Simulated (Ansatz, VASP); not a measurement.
## Two plane-wave programs on CdSe

```xyz
4
Lattice="4.2591 0.0000 0.0000 -2.1295 3.6885 0.0000 0.0000 0.0000 6.9512" Properties=species:S:1:pos:R:3 pbc="T T T"
Cd    0.0000    2.4590    0.0013
Cd    2.1295    1.2295    3.4769
Se    0.0000    2.4590    2.6124
Se    2.1295    1.2295    6.0879
```

Change from the starting cell: strained cell.

Alike in both runs: functional PBEsol; k mesh 9 × 9 × 4; occupations gaussian, width 0.02 eV; no spin polarisation.

Ansatz relaxed the structure, and its values are those at the end. VASP's run is a single point on that final structure, the one shown.

|  | VASP | Ansatz |
| --- | --- | --- |
| version | VASP 6.6.1 | Ansatz 0.2.0 |
| potentials or method | VASP PAW PBE potentials, release 64 (Cd, Se), cutoff 500 eV | scalar-relativistic, plane waves, PAW |
| valence electrons in the cell | 36 | 72 |

Ansatz gave:

```
gap on the k mesh at the Fermi level (eV) : 0.60
least direct gap on the mesh (eV)         : 0.60
pressure (GPa)                            : 1.7
```

Task: What did VASP give for the same quantities?

Result: gap on the k mesh at the Fermi level (eV): 0.60; least direct gap on the mesh (eV): 0.60; pressure (GPa): 2.1.

VASP's potentials were made for PBE, not for PBEsol, and Ansatz warns of the same on its side. With one functional, cell and mesh, what is left measures potentials, basis and numerics. VASP's potentials hold 36 valence electrons a cell and Ansatz's 72, so a difference there can come from the potentials and not from the codes. Ansatz's warnings: stress scf threshold loose.
